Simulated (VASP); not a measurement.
A run of VASP 6.6.1 is set up as follows.

File INCAR:

```
  ALGO = Normal
  EDIFF = 1E-7
  ENCUT = 520
  GGA = PE
  ISIF = 2
  ISMEAR = 0
  LASPH = True
  LCHARG = False
  LREAL = False
  LWAVE = False
  NBANDS = 11
  NELM = 60
  PREC = Accurate
  SIGMA = 0.05
```

File KPOINTS:

```
k-points
0
Gamma
  10 10 10
```

File POSCAR:

```
BP
1.0
    0.0000000000      2.4505200000      2.1782400000
    2.4505200000      0.0000000000      2.1782400000
    2.4505200000      2.4505200000      0.0000000000
B P
1 1
Direct
    0.0000000000      0.0000000000      0.0000000000
    0.7500000000      0.7500000000      0.7500000000
```

Potentials or basis: VASP PAW PBE potentials, release 64 (B, P).

Command:

```bash
$ cat potpaw_PBE.64/B/POTCAR potpaw_PBE.64/P/POTCAR > POTCAR
$ mpirun -np 1 vasp_std > vasp.out
```

(1) Estimate the pressure.

(2) Predict the band gap on the k mesh.

Results:

(1) -14.2 GPa.

(2) zero (band 4 reaches 6.80 eV, above the bottom of band 5 at 6.60 eV).

Caveat: the cell differs from its parent crystal (strain +0.080 along x and y, -0.040 along z).
